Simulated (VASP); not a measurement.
# Au (P6_3/mmc) in VASP: notebook

The runs below take Au through single point, with LDA.

All numbers are computed with VASP 6.6.1; they aren't measurements. Logs are shortened: lines on timing, memory, paths and dates and some standing lists are left out, and cuts for length are marked.

### 1 The cell of the first run

Symmetry: P6_3/mmc, No. 194, hexagonal system. The conventional cell has a = 2.841 Å, b = 2.841 Å, c = 4.780 Å, α = 90.00°, β = 90.00°, γ = 120.00°. Within 3.7 Å of Au (site symmetry -6m2) lie 12 Au at 2.84 to 2.90 Å.

### 2 Single point, LDA (volume scaled by 0.94)

INCAR reads:

```
PREC = Accurate
ENCUT = 520
EDIFF = 1E-6
ISMEAR = -1
SIGMA = 0.05
LREAL = F
LASPH = T
NELM = 60
ALGO = Fast
ISIF = 2
LWAVE = F
LCHARG = F
NBANDS = 18
```

KPOINTS reads:

```
Automatic mesh
0
Gamma
  11 11 6
```

POSCAR reads:

```
Au
1.0
    2.8407997153      0.0000000000      0.0000000000
   -1.4203998576      2.4602047205      0.0000000000
    0.0000000000      0.0000000000      4.7803802105
Au
2
Direct
    0.6666666667      0.3333333333      0.2500000000
    0.3333333333      0.6666666667      0.7500000000
```

Potentials or basis: VASP PAW LDA potentials, release 64 (Au).

Launch:

```sh
$ cat potpaw_LDA.64/Au/POTCAR > POTCAR
$ mpirun -np 1 vasp_std > vasp.out
```

OUTCAR:

```text
PREC = Accurate
   ENCUT = 520
   EDIFF = 1E-6
   ISMEAR = -1
   LREAL = F
   LASPH = T
   NELM = 60
   ISIF = 2

 ion  position               nearest neighbor table
   1  0.667  0.333  0.250-   2 2.90   2 2.90   2 2.90   2 2.90   2 2.90   2 2.90
   2  0.333  0.667  0.750-   1 2.90   1 2.90   1 2.90   1 2.90   1 2.90   1 2.90

  LATTYP: Found a hexagonal cell.
 ALAT       =     2.8407997153
 C/A-ratio  =     1.6827586207

  Lattice vectors:

 A1 = (   2.8407997153,   0.0000000000,   0.0000000000)
 A2 = (  -1.4203998576,   2.4602047205,   0.0000000000)
 A3 = (   0.0000000000,   0.0000000000,   4.7803802105)

Analysis of symmetry for initial positions (statically):
=====================================================================
 Subroutine PRICEL returns:
 Original cell was already a primitive cell.

 Routine SETGRP: Setting up the symmetry group for a
 hexagonal supercell.

 Subroutine GETGRP returns: Found 24 space group operations
 (whereof 12 operations were pure point group operations)
 out of a pool of 24 trial point group operations.

The static configuration has the point symmetry D_3d.
 The point group associated with its full space group is D_6h.

Analysis of symmetry for dynamics (positions and initial velocities):
=====================================================================
 Subroutine PRICEL returns:
 Original cell was already a primitive cell.

 Routine SETGRP: Setting up the symmetry group for a
 hexagonal supercell.

 Subroutine GETGRP returns: Found 24 space group operations
 (whereof 12 operations were pure point group operations)
 out of a pool of 24 trial point group operations.

The dynamic configuration has the point symmetry D_3d.
 The point group associated with its full space group is D_6h.

 Subroutine INISYM returns: Found 24 space group operations
 (whereof 12 operations are pure point group operations),
 and found     1 'primitive' translations

----------------------------------------------------------------------------------------

                                     Primitive cell

  volume of cell :      33.4098

  direct lattice vectors                    reciprocal lattice vectors
     2.840799715  0.000000000  0.000000000     0.352013553  0.203235119  0.000000000
    -1.420399858  2.460204721  0.000000000     0.000000000  0.406470239  0.000000000
     0.000000000  0.000000000  4.780380210     0.000000000  0.000000000  0.209188382

  length of vectors
[... 80 lines left out ...]
   ENCUT  =  520.0 eV  38.22 Ry    6.18 a.u.   5.28  5.28  8.89*2*pi/ulx,y,z
   NELM   =     60;   NELMIN=  2; NELMDL= -5     # of ELM steps
   EDIFF  = 0.1E-05   stopping-criterion for ELM
   LREAL  =      F    real-space projection
   EDIFFG = 0.1E-04   stopping-criterion for IOM
   NSW    =      0    number of steps for IOM
   IBRION =     -1    ionic relax: 0-MD 1-quasi-New 2-CG
   NFREE  =      0    steps in history (QN), initial steepest desc. (CG)
   ISIF   =      2    stress and relaxation
   ISYM   =      2    0-nonsym 1-usesym 2-fastsym
   POTIM  = 0.5000    time-step for ionic-motion
   TEBEG  =    0.0;   TEEND  =   0.0 temperature during run
   PSTRESS=    0.0 pullay stress
   NELECT =      22.0000    total number of electrons
   NUPDOWN=      -1.0000    fix difference up-down
   EMIN   =  10.00;   EMAX   =-10.00  energy-range for DOS
   EFERMI =   0.00;   METHOD = LEGACY
   ISMEAR =    -1;   SIGMA  =   0.05  broadening in eV -4-tet -1-fermi 0-gaus
   EFERMI_NEDOS =   21; number of points for ismear=-14 and -15
   IALGO  =     68    algorithm
   IMIX   =      4    mixing-type and parameters
     AMIX     =   0.40;   BMIX     =  1.00
     AMIX_MAG =   1.60;   BMIX_MAG =  1.00
  volume/ion in A,a.u.               =      16.70       112.73
  Fermi-wavevector in a.u.,A,eV,Ry     =   1.424266  2.691472 27.599857  2.028532
  Thomas-Fermi vector in A             =   2.544775
   LORBIT       =      0    0 simple, 1 ext, 2 COOP (PROOUT), +10 PAW based schemes
   GGA     = CA    functional components
   LHFCALC =     F    Hartree Fock is set to
   AEXX    =    0.0000 exact exchange contribution
   IVDW    =     0    specifies the selected vdW correction
   LEPSILON=     F    determine dielectric tensor
   LRPA    =     F    only Hartree local field effects (RPA)
 non-spin polarized calculation
 RMM-DIIS sequential band-by-band and
  energy-cutoff  :      520.00
  volume of cell :       33.41
 maximum number of plane-waves:       910
 NGX is ok and might be reduce to    24
   NGX = 11   NGY = 11   NGZ = 17

 number of electron      22.0000000 magnetization

 Free energy of the ion-electron system (eV)
  ---------------------------------------------------
  ext. energy  EPLUGINS =         0.00000000
  ---------------------------------------------------
  free energy    TOTEN  =        -8.88176875 eV

  energy without entropy =       -8.87328142  energy(sigma->0) =       -8.87752508

 E-fermi :   9.5741     XC(G=0): -13.0985

 val. band max:        9.4645847334   @ k =   0.3636   0.0909   0.5000
 cond. band min:       9.5741634508   @ k =   0.0909   0.0000   0.0000
 fundamental gap:      0.1095787174
 Fermi energy:         9.5741452258

 k-point     1 :       0.0000    0.0000    0.0000
  band No.  band energies     occupation
      1      -0.5028      2.00000
      2       1.9881      2.00000
      3       4.6000      2.00000
      4       4.9152      2.00000
      5       4.9152      2.00000
      6       5.2394      2.00000
[... 481 lines left out ...]
      5       4.6948      2.00000
      6       5.1630      2.00000
[... 10 lines left out ...]
     17      25.8002      0.00000
     18      27.2728      0.00000

 [... further k-points ...]

------------------------ aborting loop because EDIFF is reached ----------------------------------------

  FORCE on cell =-STRESS in cart. coord.  units (eV):
  Direction    XX          YY          ZZ          XY          YZ          ZX
  --------------------------------------------------------------------------------------
  -------------------------------------------------------------------------------------
  Total       -0.0649886     -0.0649886     -0.3307281     -0.0000000     -0.0000000      0.0000000
  in kB       -3.1165445     -3.1165445    -15.8601513     -0.0000000     -0.0000000      0.0000000
  external PRESSURE =      -7.3644135 kB  Pullay stress =       0.0000000 kB

 VOLUME and BASIS-vectors are now :
 -----------------------------------------------------------------------------
  energy-cutoff  :      520.00
  volume of cell :       33.41
      direct lattice vectors                 reciprocal lattice vectors
     2.840799715  0.000000000  0.000000000     0.352013553  0.203235119  0.000000000
    -1.420399858  2.460204721  0.000000000     0.000000000  0.406470239  0.000000000
     0.000000000  0.000000000  4.780380210     0.000000000  0.000000000  0.209188382

 POSITION                                       TOTAL-FORCE (eV/Angst)
 -----------------------------------------------------------------------------------
      1.42040      0.82007      1.19510         0.000000      0.000000      0.000000
     -0.00000      1.64014      3.58529        -0.000000      0.000000      0.000000
 -----------------------------------------------------------------------------------
    total drift:                               -0.000000      0.000000     -0.000000

  FREE ENERGIE OF THE ION-ELECTRON SYSTEM (eV)
  ---------------------------------------------------
  free  energy   TOTEN  =        -8.8817687484 eV

  energy  without entropy=       -8.8732814202  energy(sigma->0) =       -8.87752508
```

OSZICAR:

```text
N       E                     dE             d eps       ncg     rms          rms(c)
DAV:   1     0.121969097946E+03    0.12197E+03   -0.11732E+04  2312   0.119E+03
DAV:   2    -0.734912766117E+01   -0.12932E+03   -0.12301E+03  2438   0.262E+02
DAV:   3    -0.953471557817E+01   -0.21856E+01   -0.21724E+01  2680   0.343E+01
DAV:   4    -0.954386123705E+01   -0.91457E-02   -0.91447E-02  2532   0.236E+00
DAV:   5    -0.954394001460E+01   -0.78778E-04   -0.78777E-04  2614   0.233E-01    0.144E+01
RMM:   6    -0.893425445988E+01    0.60969E+00   -0.10304E+00  2304   0.752E+00    0.886E+00
RMM:   7    -0.888878983950E+01    0.45465E-01   -0.14342E-01  2355   0.293E+00    0.343E+00
RMM:   8    -0.888183972627E+01    0.69501E-02   -0.21850E-02  2384   0.117E+00    0.549E-01
RMM:   9    -0.888177740988E+01    0.62316E-04   -0.12091E-03  2552   0.261E-01    0.187E-01
RMM:  10    -0.888177970229E+01   -0.22924E-05   -0.17446E-04  2555   0.897E-02    0.169E-01
RMM:  11    -0.888176839798E+01    0.11304E-04   -0.35187E-05  2525   0.417E-02    0.173E-02
RMM:  12    -0.888176874844E+01   -0.35046E-06   -0.44316E-06  2092   0.136E-02
   1 F= -.88817687E+01 E0= -.88775251E+01  d E =-.848733E-02
```

stdout:

```text
POSCAR found type information on POSCAR Au
 POSCAR found :  1 types and       2 ions
 scaLAPACK will be used
 LDA part: xc-table for (Slater(with rela. corr.)+CA(PZ))
 , standard interpolation
 POSCAR, INCAR and KPOINTS ok, starting setup
 FFT: planning ... GRIDC
 FFT: planning ... GRID_SOFT
 FFT: planning ... GRID
 WAVECAR not read
 entering main loop
```

Wall time 45 s (1 thread of Intel Xeon 6975P-C, shared host); peak memory 0.15 GiB.

Results:

| Quantity | Value |
| --- | --- |
| Free energy | -8.8818 eV |
| Pressure | -0.7 GPa |
| Band gap on the k mesh | zero (band 11 reaches 13.43 eV, above the bottom of band 12 at 6.92 eV) |

Caveat: spin-orbit coupling is left out, which moves the levels of the heavy elements.

### 3 Single point, LDA (volume scaled by 0.96)

INCAR reads:

```
SYSTEM = Au
ALGO = Fast
EDIFF = 1E-6
ENCUT = 520
GGA = CA
ISIF = 2
ISMEAR = -1
LASPH = .True.
LCHARG = .False.
LREAL = .False.
LWAVE = .False.
NBANDS = 18
NELM = 80
PREC = Accurate
SIGMA = 0.05
```

KPOINTS reads:

```
k-points
0
Gamma
  11 11 6
  0 0 0
```

POSCAR reads:

```
Au
1.0
    2.8608060062      0.0000000000      0.0000000000
   -1.4304030031      2.4775306767      0.0000000000
    0.0000000000      0.0000000000      4.8140459691
Au
2
Direct
    0.6666666667      0.3333333333      0.2500000000
    0.3333333333      0.6666666667      0.7500000000
```

Potentials or basis: VASP PAW LDA potentials, release 64 (Au).

Launch:

```sh
$ cat potpaw_LDA.64/Au/POTCAR > POTCAR
$ mpirun -np 1 vasp_std > vasp.out
```

Wall time 63 s (1 thread of Intel Xeon 6975P-C, shared host); peak memory 0.16 GiB.

Results (log left out):

| Item | Value |
| --- | --- |
| Free energy | -8.8705 eV |
| Pressure | -4.4 GPa |
| Band gap on the k mesh | zero (band 11 reaches 13.00 eV, above the bottom of band 12 at 6.60 eV) |

Stress tensor (GPa, compression positive):
```
-4.10  0.00  0.00
 0.00 -4.10  0.00
 0.00  0.00 -4.99
```

Levels at points of the mesh, in eV from the Fermi level:
| k point | band 8 | band 9 | band 10 | band 11 | band 12 | band 13 | band 14 | band 15 |
| --- | --- | --- | --- | --- | --- | --- | --- | --- |
| (0.00, 0.00, 0.00) | -3.52 | -3.52 | -2.15 | -2.15 | -1.16 | 2.67 | 14.62 | 15.67 |
| (0.00, 0.00, 0.50) | -4.58 | -2.61 | -2.61 | -2.61 | -2.61 | 10.60 | 10.60 | 14.91 |

Caveat: spin-orbit coupling is left out, which moves the levels of the heavy elements.

(Part 1 of 2 ends here.)
